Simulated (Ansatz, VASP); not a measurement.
# B4Cl3 in VASP and in Ansatz

INCAR

```
SYSTEM = B4Cl3
PREC     = Accurate       ! precision mode
ENCUT    = 520            ! plane-wave cutoff, eV
EDIFF    = 1E-7           ! SCF threshold, eV
ISMEAR   = 0              ! smearing method
SIGMA    = 0.1            ! smearing width, eV
LREAL    = .FALSE.        ! projectors in reciprocal space
LASPH    = .TRUE.         ! aspherical terms in the spheres
NELM     = 100            ! most SCF steps
ALGO     = Normal         ! electronic algorithm
ISIF     = 2              ! what is computed and relaxed
LWAVE    = .FALSE.        ! write WAVECAR
LCHARG   = .FALSE.        ! write CHGCAR
GGA      = PE             ! functional
NBANDS   = 26             ! bands
```

Contents of KPOINTS:

```
regular mesh
0
G
  6 6 2
  0 0 0
```

File POSCAR:

```
B4Cl3
1.0
    4.0197890400      0.0000000000      0.0000000000
   -2.0098945200      3.4812394300      0.0000000000
    0.0000000000      0.0000000000      9.2349661100
B Cl
4 3
Direct
    0.3333333300      0.6666666700      0.7161249000
    0.3333333300      0.6666666700      0.2838751000
    0.6666666700      0.3333333300      0.2838751000
    0.6666666700      0.3333333300      0.7161249000
    0.3333333300      0.6666666700      0.0000000000
    0.6666666700      0.3333333300      0.0000000000
    0.0000000000      0.0000000000      0.0000000000
```

Input for Ansatz:

```yaml
crystal:
  lattice:
    - [4.01978904, 0.0, 0.0]
    - [-2.00989452, 3.48123943, 0.0]
    - [0.0, 0.0, 9.23496611]
  atoms:
    - { symbol: B, position: [0.33333333, 0.66666667, 0.7161249] }
    - { symbol: B, position: [0.33333333, 0.66666667, 0.2838751] }
    - { symbol: B, position: [0.66666667, 0.33333333, 0.2838751] }
    - { symbol: B, position: [0.66666667, 0.33333333, 0.7161249] }
    - { symbol: Cl, position: [0.33333333, 0.66666667, 0.0] }
    - { symbol: Cl, position: [0.66666667, 0.33333333, 0.0] }
    - { symbol: Cl, position: [0.0, 0.0, 0.0] }
basis:
  ecutwfc: 420
kpoints:
  mp_grid: { grid: [6, 6, 2] }
hamiltonian:
  xc: pbe
scf:
  occupations: { method: gaussian, width: 0.1 }
  lower_state_search: "off"
output:
  forces: true
  stress: true
  eigenvalues: true
```

Alike in both runs: task single point; functional PBE; k mesh 6 × 6 × 2; occupations gaussian, width 0.1 eV; no spin polarisation.

|  | VASP | Ansatz |
| --- | --- | --- |
| version | VASP 6.6.1 | Ansatz 0.2.0 |
| potentials or method | VASP PAW PBE potentials, release 64 (B, Cl), cutoff 520 eV | scalar-relativistic, plane waves, PAW |
| valence electrons in the cell | 33 | 33 |

VASP gave:

- gap on the k mesh at the Fermi level (eV): none
- pressure (GPa): 5.0
- traceless stress, the component that is largest in VASP (GPa): -8.52
- rms of the force components (eV/Å): 0.059

Question: Which values does Ansatz return?

Answer: gap on the k mesh at the Fermi level (eV): none; pressure (GPa): 5.2; traceless stress, the component that is largest in VASP (GPa): -8.68; rms of the force components (eV/Å): 0.060.

Atom by atom the forces differ by 0.001 eV/Å (rms over components). A gap of «none» marks a metal or a gap that the smearing closes. The functional is the same, so the differences come from potentials, cutoffs and numerics.
